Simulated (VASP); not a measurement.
Here is a VASP 6.6.1 calculation.

The input INCAR:

```
SYSTEM = Ga8As7P
ALGO = Normal
EDIFF = 1E-7
EDIFFG = -0.03
ENCUT = 500
GGA = PS
GGA_COMPAT = .False.
IBRION = 2
ISIF = 8
ISMEAR = -1
ISYM = -1
KPAR = 1
LASPH = .True.
LCHARG = .False.
LREAL = Auto
LWAVE = .False.
NELM = 120
NELMIN = 4
NSW = 100
PREC = Accurate
SIGMA = 0.05
```

KPOINTS

```
explicit points
1
Reciprocal
  0.25000000   0.25000000   0.25000000 1
```

POSCAR

```
Ga8As7P
1.0
   11.2668370000      0.0000000000      0.0000000000
    0.0000000000     11.2668370000      0.0000000000
    0.0000000000      0.0000000000     11.2668370000
Ga As P
32 28 4
Direct
    0.0001060000      0.0016370000      0.0007310000
    0.9988270000      0.0001460000      0.5016020000
    0.9994800000      0.5007900000      0.9980550000
    0.0006360000      0.4986690000      0.4997650000
    0.5007640000      0.9979600000      0.0022260000
    0.4985030000      0.0009550000      0.4968070000
    0.5003250000      0.4993680000      0.0011510000
    0.4974930000      0.5003490000      0.5022140000
    0.2492250000      0.2495900000      0.9997240000
    0.2492570000      0.2501640000      0.5013930000
    0.2484460000      0.7511500000      0.9991140000
    0.2494670000      0.7502320000      0.5001900000
    0.7494400000      0.2443640000      0.0006440000
    0.7468580000      0.2484690000      0.4984430000
    0.7490310000      0.7534830000      0.9984760000
    0.7478560000      0.7482610000      0.4963080000
    0.2466430000      0.0015050000      0.2497870000
    0.2507990000      0.9990620000      0.7507900000
    0.2514860000      0.4991950000      0.2534810000
    0.2505660000      0.5023150000      0.7504400000
    0.7503160000      0.0007770000      0.2474080000
    0.7500990000      0.9987750000      0.7472980000
    0.7491690000      0.5011510000      0.2460300000
    0.7475860000      0.5007050000      0.7491280000
    0.9999550000      0.2502620000      0.2536630000
    0.0025170000      0.2494590000      0.7489210000
    0.9972950000      0.7497280000      0.2518150000
    0.0003590000      0.7522630000      0.7469620000
    0.5008520000      0.2495630000      0.2486420000
    0.4995140000      0.2502820000      0.7502340000
    0.5003410000      0.7463660000      0.2504930000
    0.5002220000      0.7524720000      0.7494120000
    0.1274270000      0.1242210000      0.1235460000
    0.1211050000      0.1253430000      0.6258770000
    0.1245760000      0.6236690000      0.1246000000
    0.1256870000      0.6257130000      0.6250430000
    0.6261200000      0.1236070000      0.1264530000
    0.6201710000      0.1232780000      0.6266120000
    0.6235560000      0.6244220000      0.1274560000
    0.6268110000      0.6259000000      0.6225880000
    0.3745630000      0.3761350000      0.1231810000
    0.3767460000      0.3724700000      0.6235750000
    0.3746440000      0.8743380000      0.1218620000
    0.3774630000      0.8750130000      0.6235370000
    0.8781470000      0.3707110000      0.1266110000
    0.8732090000      0.3747890000      0.6247550000
    0.8728210000      0.8770350000      0.1249630000
    0.3777380000      0.1268040000      0.3740130000
    0.3778680000      0.1245810000      0.8734630000
    0.3769120000      0.6237460000      0.3730540000
    0.3744750000      0.6212640000      0.8757390000
    0.8752520000      0.1236210000      0.3730660000
    0.8755120000      0.1264740000      0.8756380000
    0.8764170000      0.6240650000      0.8739330000
    0.1270360000      0.3732010000      0.3742810000
    0.1237170000      0.3744260000      0.8755140000
    0.1273230000      0.8751660000      0.8747830000
    0.6230130000      0.3777290000      0.3748150000
    0.6264650000      0.3761980000      0.8739710000
    0.6260800000      0.8750680000      0.8728970000
    0.8754270000      0.8767170000      0.6248080000
    0.8736780000      0.6228500000      0.3756170000
    0.1261640000      0.8753220000      0.3771080000
    0.6216660000      0.8775310000      0.3751670000
```

Potentials or basis: VASP PAW PBE potentials, release 64 (Ga_d, As, P).

Run with:

```bash
$ cat potpaw_PBE.64/Ga_d/POTCAR potpaw_PBE.64/As/POTCAR potpaw_PBE.64/P/POTCAR > POTCAR
$ mpirun -np 4 vasp_std > vasp.out
```

Question: Estimate the space group after relaxing (to 0.1 Å).

Answer: Cm (No. 8).

Question: Predict the relaxed volume.

Answer: 22.35 Å³/atom.

The path:
| step | energy change (eV) | largest force (eV/Å) | pressure (GPa) | volume (Å³) |
| --- | --- | --- | --- | --- |
| 1 | 0.0000 | 0.9621 | 0.18 | 1430.23 |
| 2 | -0.4970 | 0.4125 | -0.20 | 1435.41 |
| 3 | -0.5412 | 0.3162 | -0.31 | 1437.50 |
| 4 | -0.6141 | 0.1956 | 0.12 | 1428.50 |
| 5 | -0.6274 | 0.1925 | 0.41 | 1422.51 |
| 6 | -0.6620 | 0.1043 | -0.05 | 1431.54 |
| 7 | -0.6623 | 0.0952 | -0.09 | 1432.44 |
| 8 | -0.6719 | 0.0458 | -0.02 | 1431.02 |
| 9 | -0.6728 | 0.0478 | 0.01 | 1430.40 |
| 10 | -0.6749 | 0.0297 | 0.01 | 1430.39 |

Caveat: the PAW data sets were made with another functional, which shifts forces and pressure a little.
